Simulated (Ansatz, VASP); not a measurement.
**Two plane-wave programs on Cd**

Contents of INCAR:

```
SYSTEM = Cd
ALGO     = Normal         ! electronic algorithm
EDIFF    = 1E-7           ! SCF threshold, eV
EDIFFG   = -0.01          ! ionic threshold
ENCUT    = 540            ! plane-wave cutoff, eV
GGA_COMPAT= .False.      
IBRION   = 2              ! ionic algorithm
ISIF     = 3              ! what is computed and relaxed
ISMEAR   = -1             ! smearing method
LASPH    = .True.         ! aspherical terms in the spheres
LCHARG   = .False.        ! write CHGCAR
LREAL    = .False.        ! projectors in reciprocal space
LWAVE    = .False.        ! write WAVECAR
NELM     = 120            ! most SCF steps
NELMIN   = 4            
NSW      = 80             ! ionic steps
PREC     = Accurate       ! precision mode
SIGMA    = 0.1            ! smearing width, eV
```

The input KPOINTS:

```
k-points
0
Gamma
  12 12 12
  0 0 0
```

The input POSCAR:

```
Cd
1.0
    0.0000000000      2.2099191412      2.2099191412
    2.2099191412      0.0000000000      2.2099191412
    2.2099191412      2.2099191412      0.0000000000
Cd
1
Direct
    0.0000000000      0.0000000000      0.0000000000
```

Input for Ansatz:

```yaml
crystal:
  lattice:
    - [0.0, 2.2099191412, 2.2099191412]
    - [2.2099191412, 0.0, 2.2099191412]
    - [2.2099191412, 2.2099191412, 0.0]
  atoms:
    - { symbol: Cd, position: [0.0, 0.0, 0.0] }
hamiltonian:
  xc: lda
  pseudopotentials:
    kind: paw
    azcp:
      Cd: "pseudopotentials/Cd.paw.azcp"
basis:
  ecutwfc: 420
  fft_grid_basis: typed
kpoints:
  mp_grid: { grid: [12, 12, 12], shift: [0, 0, 0] }
magnetization:
  spin_polarized: false
scf:
  occupations: { method: fermi_dirac, width: 0.1 }
relax:
  max_steps: 60
  f_tol: 0.01
  cell: {}
```

Alike in both runs: task relaxation of cell and atoms; functional LDA; k mesh 12 × 12 × 12; occupations fermi-dirac, width 0.1 eV; no spin polarisation.

|  | VASP | Ansatz |
| --- | --- | --- |
| version | VASP 6.6.1 | Ansatz 0.2.0 |
| potentials or method | VASP PAW LDA potentials, release 64 (Cd_sv_GW), cutoff 540 eV | plane waves (420 eV) with PAW, scalar-relativistic |
| valence electrons in the cell | 20 | 20 |

|  | VASP | Ansatz | Ansatz less VASP |
| --- | --- | --- | --- |
| relaxed volume (Å³/atom) | 19.62 | 19.96 | +0.333 |
| relaxed cell length with the largest relative difference (Å) | 3.028 | 3.045 | +0.0170 |

Ansatz warns that its potentials were made for another functional, while VASP's fit it. LDA's correlation is that of Perdew and Zunger in VASP and of Perdew and Wang (1992) in Ansatz.
